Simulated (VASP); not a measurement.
# B (Fm-3m) in VASP: notebook, part 2 of 2

VASP 6.6.1. The steps go on from the part before.

### Step 6. Single point, PBE (volume scaled by 0.76)

Contents of INCAR:

```
  PREC = Accurate
  ENCUT = 520
  EDIFF = 1E-6
  ISMEAR = -1
  SIGMA = 0.05
  LREAL = False
  LASPH = True
  NELM = 100
  ALGO = Normal
  ISIF = 2
  LWAVE = False
  LCHARG = True
  GGA = PE
  LELF = True
  LVHAR = True
  NBANDS = 8
```

Contents of KPOINTS:

```
Automatic mesh
0
Gamma
  24 24 24
```

Contents of POSCAR:

```
B
1.0
    0.0000000000      1.3077880098      1.3077880098
    1.3077880098      0.0000000000      1.3077880098
    1.3077880098      1.3077880098      0.0000000000
B
1
Direct
    0.0000000000      0.0000000000      0.0000000000
```

Potentials or basis: VASP PAW PBE potentials, release 64 (B).

Command:

```bash
$ cat potpaw_PBE.64/B/POTCAR > POTCAR
$ mpirun -np 1 vasp_std > vasp.out
```

OUTCAR:

```text
PREC = Accurate
   ENCUT = 520
   EDIFF = 1E-6
   ISMEAR = -1
   LREAL = False
   LASPH = True
   NELM = 100
   ISIF = 2
   GGA = PE

 ion  position               nearest neighbor table
   1  0.000  0.000  0.000-

  LATTYP: Found a face centered cubic cell.
 ALAT       =     2.6155760196

  Lattice vectors:

 A1 = (   0.0000000000,   1.3077880098,   1.3077880098)
 A2 = (   1.3077880098,   0.0000000000,   1.3077880098)
 A3 = (   1.3077880098,   1.3077880098,   0.0000000000)

Analysis of symmetry for initial positions (statically):
=====================================================================
 Subroutine PRICEL returns:
 Original cell was already a primitive cell.

 Routine SETGRP: Setting up the symmetry group for a
 face centered cubic supercell.

 Subroutine GETGRP returns: Found 48 space group operations
 (whereof 48 operations were pure point group operations)
 out of a pool of 48 trial point group operations.

The static configuration has the point symmetry O_h .

Analysis of symmetry for dynamics (positions and initial velocities):
=====================================================================
 Subroutine PRICEL returns:
 Original cell was already a primitive cell.

 Routine SETGRP: Setting up the symmetry group for a
 face centered cubic supercell.

 Subroutine GETGRP returns: Found 48 space group operations
 (whereof 48 operations were pure point group operations)
 out of a pool of 48 trial point group operations.

The dynamic configuration has the point symmetry O_h .

 Subroutine INISYM returns: Found 48 space group operations
 (whereof 48 operations are pure point group operations),
 and found     1 'primitive' translations

----------------------------------------------------------------------------------------

[... 109 lines left out ...]
     AMIX     =   0.40;   BMIX     =  1.00
     AMIX_MAG =   1.60;   BMIX_MAG =  1.00
  volume/ion in A,a.u.               =       4.47        30.19
  Fermi-wavevector in a.u.,A,eV,Ry     =   1.432962  2.707905 27.937918  2.053379
  Thomas-Fermi vector in A             =   2.552532
   LORBIT       =      0    0 simple, 1 ext, 2 COOP (PROOUT), +10 PAW based schemes
   GGA     = PE    functional components
   LHFCALC =     F    Hartree Fock is set to
   AEXX    =    0.0000 exact exchange contribution
   IVDW    =     0    specifies the selected vdW correction
   LEPSILON=     F    determine dielectric tensor
   LRPA    =     F    only Hartree local field effects (RPA)
 non-spin polarized calculation
  energy-cutoff  :      520.00
  volume of cell :        4.47
 maximum number of plane-waves:       129
 NGX is ok and might be reduce to    14
   NGX =  7   NGY =  7   NGZ =  7

 number of electron       3.0000000 magnetization

 Free energy of the ion-electron system (eV)
  ---------------------------------------------------
  ext. energy  EPLUGINS =         0.00000000
  ---------------------------------------------------
  free energy    TOTEN  =        -4.90891100 eV

  energy without entropy =       -4.90750039  energy(sigma->0) =       -4.90820569

 E-fermi :  14.2938     XC(G=0): -14.2175

 val. band max:       14.2864822562   @ k =   0.5000   0.2500   0.1250
 cond. band min:      14.3356280352   @ k =  -0.3750   0.4583   0.1667
 fundamental gap:      0.0491457790
 Fermi energy:        14.2938316954

 k-point     1 :       0.0000    0.0000    0.0000
  band No.  band energies     occupation
      1      -8.4450      2.00000
      2      34.6933      0.00000
      3      34.6933      0.00000
      4      34.6933      0.00000
      5      52.3063      0.00000
      6      52.3063      0.00000
      7      52.3063      0.00000
      8      56.2877      0.00000
[... 243 lines left out ...]
 k-point    24 :       0.4583    0.0417    0.0000
  band No.  band energies     occupation
      1       0.7267      2.00000
      2       9.7070      2.00000
      3      30.4264      0.00000
      4      30.8956      0.00000
      5      46.3471      0.00000
      6      49.2571      0.00000
      7      53.6015      0.00000
      8      56.6101      0.00000

 [... further k-points ...]

------------------------ aborting loop because EDIFF is reached ----------------------------------------

  FORCE on cell =-STRESS in cart. coord.  units (eV):
  Direction    XX          YY          ZZ          XY          YZ          ZX
  --------------------------------------------------------------------------------------
  -------------------------------------------------------------------------------------
  Total        3.4449954      3.4449954      3.4449954      0.0000000      0.0000000      0.0000000
  in kB     1233.8352493   1233.8352493   1233.8352493      0.0000000      0.0000000      0.0000000
  external PRESSURE =    1233.8352493 kB  Pullay stress =       0.0000000 kB

 VOLUME and BASIS-vectors are now :
 -----------------------------------------------------------------------------
  energy-cutoff  :      520.00
  volume of cell :        4.47
      direct lattice vectors                 reciprocal lattice vectors
     0.000000000  1.307788010  1.307788010    -0.382324961  0.382324961  0.382324961
     1.307788010  0.000000000  1.307788010     0.382324961 -0.382324961  0.382324961
     1.307788010  1.307788010  0.000000000     0.382324961  0.382324961 -0.382324961

 POSITION                                       TOTAL-FORCE (eV/Angst)
 -----------------------------------------------------------------------------------
      0.00000      0.00000      0.00000         0.000000      0.000000      0.000000
 -----------------------------------------------------------------------------------
    total drift:                                0.000000     -0.000000     -0.000000

  FREE ENERGIE OF THE ION-ELECTRON SYSTEM (eV)
  ---------------------------------------------------
  free  energy   TOTEN  =        -4.9089109972 eV

  energy  without entropy=       -4.9075003913  energy(sigma->0) =       -4.90820569
```

Run time: 23 s. Hardware: 1 thread of AMD EPYC 7R13, shared host; peak memory 0.08 GiB.

What came out:

```yaml
Free_energy: -4.9089 eV
Pressure: 123.4 GPa
```

### Step 7. The runs side by side

| cell | gap on the mesh (eV) | pressure (GPa) |
| --- | --- | --- |
| a = 1.630 Å, angles 60.0°, 1 atom | none | 567.9 |
| a = 1.709 Å, angles 60.0°, 1 atom | none | 347.0 |
| a = 1.782 Å, angles 60.0°, 1 atom | none | 210.9 |
| a = 1.849 Å, angles 60.0°, 1 atom | none | 123.4 |

Alike in all rows: task single point; level PBE; potentials or basis VASP PAW PBE potentials, release 64 (B); no spin polarisation; k mesh 24 × 24 × 24; cutoff (eV) 520; smearing fermi-dirac 0.05 eV.

Absolute energies hang on the potentials; compare differences alone.
